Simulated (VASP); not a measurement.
# LuCl3OH2 in VASP: single point with PBE

Aim: the single point of LuCl3OH2 with PBE.

Everything below comes from runs of VASP 6.6.1. Logs are shortened: lines on timing, memory, paths and dates and some standing lists are left out, and cuts for length are marked.

### 1 The cell of the first run

The cell holds a molecule in a box, 7 atoms: a = 11.870 Å, b = 12.430 Å, c = 12.430 Å, α = 90.00°, β = 90.00°, γ = 90.00°.

### 2 Single point, PBE

INCAR reads:

```
  PREC = Accurate
  ENCUT = 520
  EDIFF = 1E-7
  ISMEAR = 0
  SIGMA = 0.01
  LREAL = F
  LASPH = T
  NELM = 80
  ALGO = Normal
  ISIF = 2
  LWAVE = F
  LCHARG = F
  GGA = PE
  NBANDS = 36
```

KPOINTS reads:

```
Automatic mesh
0
Gamma
  1 1 1
```

POSCAR reads:

```
LuH2Cl3O
1.0
   11.8700000000      0.0000000000      0.0000000000
    0.0000000000     12.4300000000      0.0000000000
    0.0000000000      0.0000000000     12.4300000000
Lu Cl O H
1 3 1 2
Direct
    0.5254591400      0.4594634000      0.5402614600
    0.6211406900      0.6037562300      0.6374513300
    0.3791069900      0.3620273500      0.6376975100
    0.6211406900      0.3622735300      0.3959686200
    0.4176647000      0.5683145600      0.4314103000
    0.3852780100      0.6376975100      0.4517900200
    0.3852780100      0.5479348400      0.3620273500
```

Potentials or basis: VASP PAW PBE potentials, release 64 (Lu, Cl, O, H).

The run is started by

```
> cat potpaw_PBE.64/Lu/POTCAR potpaw_PBE.64/Cl/POTCAR potpaw_PBE.64/O/POTCAR potpaw_PBE.64/H/POTCAR > POTCAR
> mpirun -np 1 vasp_gam > vasp.out
```

OUTCAR:

```text
PREC = Accurate
   ENCUT = 520
   EDIFF = 1E-7
   ISMEAR = 0
   LREAL = F
   LASPH = T
   NELM = 80
   ISIF = 2
   GGA = PE

 ion  position               nearest neighbor table
   1  0.525  0.459  0.540-   5 2.30   3 2.44   2 2.44   4 2.44
   2  0.621  0.604  0.637-   1 2.44
   3  0.379  0.362  0.638-   1 2.44
   4  0.621  0.362  0.396-   1 2.44
   5  0.418  0.568  0.431-   6 0.98   7 0.98   1 2.30
   6  0.385  0.638  0.452-   5 0.98
   7  0.385  0.548  0.362-   5 0.98

  LATTYP: Found a simple tetragonal cell.
 ALAT       =    12.4300000000
 C/A-ratio  =     0.9549477072

  Lattice vectors:

 A1 = (   0.0000000000,  12.4300000000,   0.0000000000)
 A2 = (   0.0000000000,   0.0000000000,  12.4300000000)
 A3 = (  11.8700000000,   0.0000000000,   0.0000000000)

Analysis of symmetry for initial positions (statically):
=====================================================================
 Subroutine PRICEL returns:
 Original cell was already a primitive cell.

 Routine SETGRP: Setting up the symmetry group for a
 simple tetragonal supercell.

 Subroutine GETGRP returns: Found  2 space group operations
 (whereof  1 operations were pure point group operations)
 out of a pool of 16 trial point group operations.

The static configuration has the point symmetry C_1 .
 The point group associated with its full space group is C_1h.

Analysis of symmetry for dynamics (positions and initial velocities):
=====================================================================
 Subroutine PRICEL returns:
 Original cell was already a primitive cell.

 Routine SETGRP: Setting up the symmetry group for a
 simple tetragonal supercell.

 Subroutine GETGRP returns: Found  2 space group operations
 (whereof  1 operations were pure point group operations)
 out of a pool of 16 trial point group operations.

The dynamic configuration has the point symmetry C_1 .
 The point group associated with its full space group is C_1h.

 Subroutine INISYM returns: Found  2 space group operations
 (whereof  1 operations are pure point group operations),
 and found     1 'primitive' translations

----------------------------------------------------------------------------------------

                                     Primitive cell

  volume of cell :    1833.9732

  direct lattice vectors                    reciprocal lattice vectors
    11.870000000  0.000000000  0.000000000     0.084245998  0.000000000  0.000000000
     0.000000000 12.430000000  0.000000000     0.000000000  0.080450523  0.000000000
     0.000000000  0.000000000 12.430000000     0.000000000  0.000000000  0.080450523

  length of vectors
    11.870000000 12.430000000 12.430000000     0.084245998  0.080450523  0.080450523

  position of ions in fractional coordinates (direct lattice)
     0.525459140  0.459463400  0.540261460
     0.621140690  0.603756230  0.637451330
     0.379106990  0.362027350  0.637697510
     0.621140690  0.362273530  0.395968620
     0.417664700  0.568314560  0.431410300
     0.385278010  0.637697510  0.451790020
     0.385278010  0.547934840  0.362027350

  ion indices of the primitive-cell ions
   primitive index   ion index
                 1           1
                 2           2
                 3           3
                 4           4
                 5           5
                 6           6
                 7           7

----------------------------------------------------------------------------------------

 KPOINTS: Automatic mesh

Automatic generation of k-mesh.
 Grid dimensions read from file:
 generate k-points for:    1    1    1

 Generating k-lattice:

  Cartesian coordinates                     Fractional coordinates (reciprocal lattice)
     0.084245998  0.000000000  0.000000000     1.000000000  0.000000000  0.000000000
     0.000000000  0.080450523  0.000000000     0.000000000  1.000000000  0.000000000
     0.000000000  0.000000000  0.080450523     0.000000000  0.000000000  1.000000000

  Length of vectors
     0.084245998  0.080450523  0.080450523

  Shift w.r.t. Gamma in fractional coordinates (k-lattice)
     0.000000000  0.000000000  0.000000000

 Subroutine IBZKPT returns following result:
 ===========================================

 Found      1 irreducible k-points:

 Following reciprocal coordinates:
            Coordinates               Weight
  0.000000  0.000000  0.000000      1.000000
   k-points           NKPTS =      1   k-points in BZ     NKDIM =      1   number of bands    NBANDS=     36
   number of dos      NEDOS =    301   number of ions     NIONS =      7
   total plane-waves  NPLWV = 829440
   dimension x,y,z NGX =    90 NGY =   96 NGZ =   96
   dimension x,y,z NGXF=   180 NGYF=  192 NGZF=  192
   ions per type =               1   3   1   2
   NGX,Y,Z   is equivalent  to a cutoff of  12.60, 12.84, 12.84 a.u.
   NGXF,Y,Z  is equivalent  to a cutoff of  25.21, 25.68, 25.68 a.u.
 SYSTEM =  unknown system
   PREC   = accura    normal or accurate (medium, high low for compatibility)
   ISTART =      0    job   : 0-new  1-cont  2-samecut
   ICHARG =      2    charge: 1-file 2-atom 10-const
   ISPIN  =      1    spin polarized calculation?
   LNONCOLLINEAR =      F non collinear calculations
   LSORBIT =      F    spin-orbit coupling
   LASPH  =      T    aspherical Exc in radial PAW
   ENCUT  =  520.0 eV  38.22 Ry    6.18 a.u.  22.07 23.11 23.11*2*pi/ulx,y,z
   NELM   =     80;   NELMIN=  2; NELMDL= -5     # of ELM steps
   EDIFF  = 0.1E-06   stopping-criterion for ELM
   LREAL  =      F    real-space projection
   EDIFFG = 0.1E-05   stopping-criterion for IOM
   NSW    =      0    number of steps for IOM
   IBRION =     -1    ionic relax: 0-MD 1-quasi-New 2-CG
   NFREE  =      0    steps in history (QN), initial steepest desc. (CG)
   ISIF   =      2    stress and relaxation
   ISYM   =      2    0-nonsym 1-usesym 2-fastsym
   POTIM  = 0.5000    time-step for ionic-motion
   TEBEG  =    0.0;   TEEND  =   0.0 temperature during run
   PSTRESS=    0.0 pullay stress
   NELECT =      54.0000    total number of electrons
   NUPDOWN=      -1.0000    fix difference up-down
   EMIN   =  10.00;   EMAX   =-10.00  energy-range for DOS
   EFERMI =   0.00;   METHOD = LEGACY
   ISMEAR =     0;   SIGMA  =   0.01  broadening in eV -4-tet -1-fermi 0-gaus
   EFERMI_NEDOS =   21; number of points for ismear=-14 and -15
   IALGO  =     38    algorithm
   IMIX   =      4    mixing-type and parameters
     AMIX     =   0.40;   BMIX     =  1.00
     AMIX_MAG =   1.60;   BMIX_MAG =  1.00
  volume/ion in A,a.u.               =     262.00      1768.04
  Fermi-wavevector in a.u.,A,eV,Ry     =   0.505524  0.955302  3.477030  0.255554
  Thomas-Fermi vector in A             =   1.516089
   LORBIT       =      0    0 simple, 1 ext, 2 COOP (PROOUT), +10 PAW based schemes
   GGA     = PE    functional components
   LHFCALC =     F    Hartree Fock is set to
   AEXX    =    0.0000 exact exchange contribution
   IVDW    =     0    specifies the selected vdW correction
   LEPSILON=     F    determine dielectric tensor
   LRPA    =     F    only Hartree local field effects (RPA)
 non-spin polarized calculation
 Gauss-broadening in eV      SIGMA  =   0.01
  energy-cutoff  :      520.00
  volume of cell :     1833.97
 maximum number of plane-waves:     24641
 NGX is ok and might be reduce to    90
   NGX = 45   NGY = 47   NGZ = 47

 number of electron      54.0000006 magnetization

 Free energy of the ion-electron system (eV)
  ---------------------------------------------------
  ext. energy  EPLUGINS =         0.00000000
  ---------------------------------------------------
  free energy    TOTEN  =       -32.16584097 eV

  energy without entropy =      -32.16584097  energy(sigma->0) =      -32.16584097

 E-fermi :  -6.5744     XC(G=0):  -1.1738

 val. band max:       -6.7201753473   @ k =   0.0000   0.0000   0.0000
 cond. band min:      -2.1184824911   @ k =   0.0000   0.0000   0.0000
 fundamental gap:      4.6016928562
 Fermi energy:        -6.5743891295

 k-point     1 :       0.0000    0.0000    0.0000
  band No.  band energies     occupation
      1     -60.8781      2.00000
      2     -31.8215      2.00000
      3     -31.5502      2.00000
      4     -31.5399      2.00000
      5     -27.8353      2.00000
      6     -19.0283      2.00000
      7     -18.8338      2.00000
      8     -18.7921      2.00000
      9     -15.7566      2.00000
     10     -12.8185      2.00000
     11     -10.0754      2.00000
     12      -9.5199      2.00000
     13      -9.5069      2.00000
     14      -9.4824      2.00000
     15      -9.4774      2.00000
     16      -9.4769      2.00000
     17      -9.4697      2.00000
     18      -9.4318      2.00000
     19      -8.1633      2.00000
     20      -7.6262      2.00000
     21      -7.6230      2.00000
     22      -7.2039      2.00000
     23      -7.1685      2.00000
     24      -7.0617      2.00000
     25      -7.0373      2.00000
     26      -6.9702      2.00000
     27      -6.7202      2.00000
     28      -2.1185      0.00000
     29      -1.0664      0.00000
     30      -0.8527      0.00000
     31      -0.7141      0.00000
     32      -0.3298      0.00000
     33      -0.2030      0.00000
     34       0.0444      0.00000
     35       0.0721      0.00000
     36       0.6733      0.00000

------------------------ aborting loop because EDIFF is reached ----------------------------------------

  FORCE on cell =-STRESS in cart. coord.  units (eV):
  Direction    XX          YY          ZZ          XY          YZ          ZX
  --------------------------------------------------------------------------------------
  -------------------------------------------------------------------------------------
  Total       -0.9807729     -1.0339885     -1.0339885     -0.1737039     -0.3266391      0.1737044
  in kB       -0.8568131     -0.9033027     -0.9033027     -0.1517495     -0.2853552      0.1517499
  external PRESSURE =      -0.8878062 kB  Pullay stress =       0.0000000 kB

 VOLUME and BASIS-vectors are now :
 -----------------------------------------------------------------------------
  energy-cutoff  :      520.00
  volume of cell :     1833.97
      direct lattice vectors                 reciprocal lattice vectors
    11.870000000  0.000000000  0.000000000     0.084245998  0.000000000  0.000000000
     0.000000000 12.430000000  0.000000000     0.000000000  0.080450523  0.000000000
     0.000000000  0.000000000 12.430000000     0.000000000  0.000000000  0.080450523

 POSITION                                       TOTAL-FORCE (eV/Angst)
 -----------------------------------------------------------------------------------
      6.23720      5.71113      6.71545        -0.069578      0.024391     -0.024391
      7.37294      7.50469      7.92352        -0.114199     -0.207250     -0.121432
      4.50000      4.50000      7.92658         0.224066      0.114567     -0.114567
      7.37294      4.50306      4.92189        -0.114199      0.121432      0.207250
      4.95768      7.06415      5.36243        -0.179772      0.126038     -0.126038
      4.57325      7.92658      5.61575         0.126841     -0.190961     -0.011783
      4.57325      6.81083      4.50000         0.126841      0.011783      0.190961
 -----------------------------------------------------------------------------------
    total drift:                                0.000073      0.000903     -0.000796

  FREE ENERGIE OF THE ION-ELECTRON SYSTEM (eV)
  ---------------------------------------------------
  free  energy   TOTEN  =       -32.1658409677 eV

  energy  without entropy=      -32.1658409677  energy(sigma->0) =      -32.16584097
```

It took 3.7 min on 1 thread of AMD EPYC 7R43 (Zen 3), shared host; peak memory 1.4 GiB.

Results:

```yaml
Free_energy: -32.1658 eV
Largest_force: 0.277 eV/Å
Gap_between_the_frontier_levels: 4.60 eV
```

Forces in eV/Å, atoms in the order of the input:
```
Lu  -0.070  0.024 -0.024
Cl  -0.114 -0.207 -0.121
Cl   0.224  0.115 -0.115
Cl  -0.114  0.121  0.207
O   -0.180  0.126 -0.126
H    0.127 -0.191 -0.012
H    0.127  0.012  0.191
```

Caveat: spin-orbit coupling is left out, which moves the levels of the heavy elements.
